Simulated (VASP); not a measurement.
Wanted: the native input for a VASP 6.6.1 run.

```
Task                   : single point
Functional             : PBE
Potentials or basis    : VASP PAW PBE potentials, release 64 (In_d, Se)
Cutoff                 : 520 eV
k mesh                 : 7 × 7 × 7
Occupations            : fermi-dirac, width 0.05 eV
Spin                   : no spin polarisation
Dipole correction      : no
Further INCAR settings : ALGO = Normal; EDIFF = 1e-07; NBANDS = 16
```

The structure of InSe lies in POSCAR:

```
InSe
1.0
    3.6320400000      0.0000000000      0.0000000000
    0.0000000000      3.6320400000      0.0000000000
    0.0000000000      0.0000000000      3.6320400000
In Se
1 1
Direct
    0.5000000000      0.5000000000      0.5000000000
    0.0000000000      0.0000000000      0.0000000000
```

One way to write it, as run:

INCAR

```
SYSTEM = InSe
  PREC = Accurate
  ENCUT = 520
  EDIFF = 1E-7
  ISMEAR = -1
  SIGMA = 0.05
  LREAL = .FALSE.
  LASPH = .TRUE.
  NELM = 60
  ALGO = Normal
  ISIF = 2
  LWAVE = .FALSE.
  LCHARG = .FALSE.
  GGA = PE
  NBANDS = 16
```

KPOINTS

```
regular mesh
0
G
  7 7 7
  0 0 0
```

Potentials or basis: VASP PAW PBE potentials, release 64 (In_d, Se).

Command:

```sh
$ cat potpaw_PBE.64/In_d/POTCAR potpaw_PBE.64/Se/POTCAR > POTCAR
$ mpirun -np 1 vasp_std > vasp.out
```

It gave:

The pressure is 0.0 GPa.

It took 8.3 s on 1 thread of AMD EPYC 9R45 (Zen 5), on a shared host, peak memory 0.12 GiB.
